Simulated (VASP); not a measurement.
Wanted: the native input for a VASP 6.6.1 run.

```yaml
Task: single point
Functional: PBE
Potentials_or_basis: VASP PAW PBE potentials, release 64 (In_d, Cu_sv_GW, O)
Cutoff: 820 eV
k_mesh: 6 × 10 × 8
Occupations: gaussian, width 0.1 eV
Spin: no spin polarisation
Dipole_correction: no
Further_INCAR_settings: ALGO = Normal; EDIFF = 1e-06; NBANDS = 47
```

The structure of InCuO lies in POSCAR:

```
InCuO
1.0
    6.1824861092      0.0000000000      0.0000000000
    0.0000000000      3.6142105258      0.0000000000
    0.0000000000      0.0000000000      4.8111868520
In Cu O
2 2 2
Direct
    0.2500000000      0.0000000000      0.0068130865
    0.7500000000      0.0000000000      0.9931869135
    0.0000000000      0.5000000000      0.5000000000
    0.5000000000      0.5000000000      0.5000000000
    0.2500000000      0.5000000000      0.7108535223
    0.7500000000      0.5000000000      0.2891464777
```

These files were run (other wordings do the same):

INCAR

```
ALGO = Normal ; EDIFF = 1E-6
ENCUT = 820 ; GGA = PE
GGA_COMPAT = F ; ISIF = 2
ISMEAR = 0 ; LASPH = T
LCHARG = F ; LREAL = F
LWAVE = F ; NBANDS = 47
NELM = 120 ; PREC = Accurate
SIGMA = 0.1
```

KPOINTS

```
k-points
0
Gamma
  6 10 8
```

Potentials or basis: VASP PAW PBE potentials, release 64 (In_d, Cu_sv_GW, O).

The run is started by

```bash
$ cat potpaw_PBE.64/In_d/POTCAR potpaw_PBE.64/Cu_sv_GW/POTCAR potpaw_PBE.64/O/POTCAR > POTCAR
$ mpirun -np 1 vasp_std > vasp.out
```

It gave:

| Item | Value |
| --- | --- |
| Pressure | -0.3 GPa |
| Largest force | 0.013 eV/Å |
| Band gap on the k mesh | zero (bands 38 and 39 overlap by 0.42 eV) |

Caveat: spin-orbit coupling is left out, which moves the levels of the heavy elements.

It took 25 min on 1 thread of Intel(R) Xeon(R) Platinum 8488C (Sapphire Rapids), with other jobs on the host, peak memory 1.1 GiB.
